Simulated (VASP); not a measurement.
Wanted: the native input for a VASP 6.6.1 run.

```
Task                   : single point
Functional             : PBEsol
Dispersion             : D3(BJ)
Potentials or basis    : VASP PAW PBE potentials, release 64 (Be, C)
Cutoff                 : 600 eV
k mesh                 : 7 × 7 × 7
Occupations            : gaussian, width 0.05 eV
Spin                   : no spin polarisation
Dipole correction      : no
Further INCAR settings : ALGO = Normal; EDIFF = 1e-06; NBANDS = 11
```

The structure of Be2C lies in POSCAR:

```
Be2C
1.0
   -0.0216500000      2.1650000000      2.1650000000
    2.1650000000     -0.0216500000      2.1650000000
    2.1433500000      2.1433500000      0.0000000000
Be C
2 1
Direct
    0.2500000000      0.2500000000      0.2500000000
    0.7500000000      0.7500000000      0.7500000000
    0.0000000000      0.0000000000      0.0000000000
```

These files were run (other wordings do the same):

INCAR

```
  PREC = Accurate
  ENCUT = 600
  EDIFF = 1E-6
  ISMEAR = 0
  SIGMA = 0.05
  LREAL = False
  LASPH = True
  NELM = 120
  ALGO = Normal
  ISIF = 2
  LWAVE = False
  LCHARG = False
  GGA = PS
  IVDW = 12
  NBANDS = 11
  GGA_COMPAT = False
```

KPOINTS

```
regular mesh
0
Gamma
  7 7 7
```

Potentials or basis: VASP PAW PBE potentials, release 64 (Be, C).

Launch:

```sh
$ cat potpaw_PBE.64/Be/POTCAR potpaw_PBE.64/C/POTCAR > POTCAR
$ mpirun -np 1 vasp_std > vasp.out
```

It gave:

```yaml
Pressure: -7.6 GPa
Largest_force: 0.034 eV/Å
Band_gap_on_the_k_mesh: 1.23 eV, indirect (least direct gap 3.82 eV)
Dispersion_energy_per_atom: -0.231 eV
```

Caveat: the PAW data sets were made with another functional, which shifts forces and pressure a little.

Run time: 15 s on 1 thread of AMD EPYC 7R43 64-Core Processor (Zen 3), with other jobs on the host, peak memory 0.12 GiB.
